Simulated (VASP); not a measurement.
**Al3Cu2: relaxation of shape and atoms at fixed volume with PBEsol**

Crystal: Al3Cu2.

```
Al Cu
1.0
     4.23264    0.00000    0.00000
    -2.11632    3.66557    0.00000
     0.00000    0.00000    5.13868
Al Cu
3 2
Direct
  0.00000 0.00000 0.00000
  0.33333 0.66667 0.35076
  0.66667 0.33333 0.64924
  0.33333 0.66667 0.84189
  0.66667 0.33333 0.15811
```

This cell differs from its parent crystal: volume scaled by 1.10.

```
Program                : VASP 6.6.1
Task                   : relaxation of shape and atoms at fixed volume
Functional             : PBEsol
Potentials or basis    : VASP PAW PBE potentials, release 64 (Al, Cu)
Cutoff                 : 600 eV
k mesh                 : 12 × 12 × 8
Occupations            : gaussian, width 0.1 eV
Spin                   : no spin polarisation
Dipole correction      : no
Further INCAR settings : ALGO = Fast; EDIFF = 1e-07; IBRION = 2; EDIFFG = -0.01; NSW = 50; ISIF = 4
```

* Energy gained by relaxing: 0.0 meV/atom
* Ionic steps: 3
* Pressure after relaxing: -8.2 GPa
* Largest force after relaxing: 0.009 eV/Å

Forces in eV/Å, atoms in the order of the input:
```
Al   0.000  0.000  0.000
Al   0.000  0.000  0.001
Al   0.000  0.000 -0.001
Cu   0.000  0.000 -0.009
Cu   0.000  0.000  0.009
```

Final structure:
```
Al Cu
1.0
     4.23199    0.00000    0.00000
    -2.11600    3.66501    0.00000
     0.00000    0.00000    5.14024
Al Cu
3 2
Direct
  0.00000 0.00000 0.00000
  0.33333 0.66667 0.35029
  0.66667 0.33333 0.64971
  0.33333 0.66667 0.84178
  0.66667 0.33333 0.15822
```

Levels at points of the mesh, in eV from the Fermi level:
```tsv
k point	band 11	band 12	band 13	band 14	band 15	band 16	band 17	band 18	band 19
(0.00, 0.00, 0.00)	-3.76	-3.35	-3.32	-0.07	-0.07	1.32	1.32	2.05	2.51
(0.50, 0.00, 0.00)	-3.88	-3.72	-2.74	-2.67	-2.33	-0.73	-0.31	0.45	2.98
(0.00, 0.00, 0.50)	-3.79	-3.79	1.21	1.21	1.42	1.42	1.89	2.23	2.25
(0.50, 0.00, 0.50)	-3.90	-3.81	-3.76	-3.23	-1.54	-0.08	0.73	0.74	4.87
```

Run time: 5.9 min on 1 thread of Intel(R) Xeon(R) Platinum 8488C (Sapphire Rapids) (shared host), peak memory 0.4 GiB.

Caveat: the PAW data sets were made with another functional, which shifts forces and pressure a little.
